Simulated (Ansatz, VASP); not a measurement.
**Two plane-wave programs on Ta**

INCAR

```
SYSTEM = Ta
PREC     = Accurate       ! precision mode
ENCUT    = 520            ! plane-wave cutoff, eV
EDIFF    = 1E-6           ! SCF threshold, eV
ISMEAR   = 0              ! smearing method
SIGMA    = 0.05           ! smearing width, eV
LREAL    = .False.        ! projectors in reciprocal space
LASPH    = .True.         ! aspherical terms in the spheres
NELM     = 150            ! most SCF steps
ALGO     = Fast           ! electronic algorithm
ISIF     = 2              ! what is computed and relaxed
LWAVE    = .False.        ! write WAVECAR
LCHARG   = .False.        ! write CHGCAR
MAGMOM   = 0 0 0          ! initial moments
LORBIT   = 11             ! projections on sites
LSORBIT  = .True.         ! spin-orbit coupling
GGA_COMPAT= .False.      
LORBMOM  = .True.       
LMAXMIX  = 4              ! l up to which the mixer works
GGA      = PS             ! functional
NBANDS   = 22             ! bands
```

Contents of KPOINTS:

```
Automatic mesh
0
Gamma
  22 22 22
  0 0 0
```

POSCAR

```
Ta
1.0
   -1.4659295069      1.4659295069      1.4659295069
    1.4659295069     -1.4659295069      1.4659295069
    1.4659295069      1.4659295069     -1.4659295069
Ta
1
Direct
    0.0000000000      0.0000000000      0.0000000000
```

Input for Ansatz:

```yaml
crystal:
  lattice:
    - [-1.4659295069, 1.4659295069, 1.4659295069]
    - [1.4659295069, -1.4659295069, 1.4659295069]
    - [1.4659295069, 1.4659295069, -1.4659295069]
  atoms:
    - { symbol: Ta, position: [0.0, 0.0, 0.0] }
scf:
  occupations: { method: gaussian, width: 0.05 }
output:
  forces: true
  stress: true
  eigenvalues: true
hamiltonian:
  xc: pbesol
magnetization:
  noncollinear: true
  spin_orbit: true
basis:
  ecutwfc: 450
kpoints:
  mp_grid: { grid: [22, 22, 22] }
```

Alike in both runs: task single point; functional PBEsol; k mesh 22 × 22 × 22; occupations gaussian, width 0.05 eV; non-collinear spin, spin-orbit coupling.

|  | VASP | Ansatz |
| --- | --- | --- |
| version | VASP 6.6.1 | Ansatz 0.2.0 |
| potentials or method | VASP PAW PBE potentials, release 64 (Ta_pv), cutoff 520 eV | plane waves, PAW |
| valence electrons in the cell | 11 | 13 |

```tsv
	VASP	Ansatz	Ansatz less VASP
net moment per atom (μB)	0.00	0.00	0.000
```

VASP's potentials were made for PBE, not for PBEsol. VASP's potentials hold 11 valence electrons a cell and Ansatz's 13, so a difference there can come from the potentials and not from the codes.
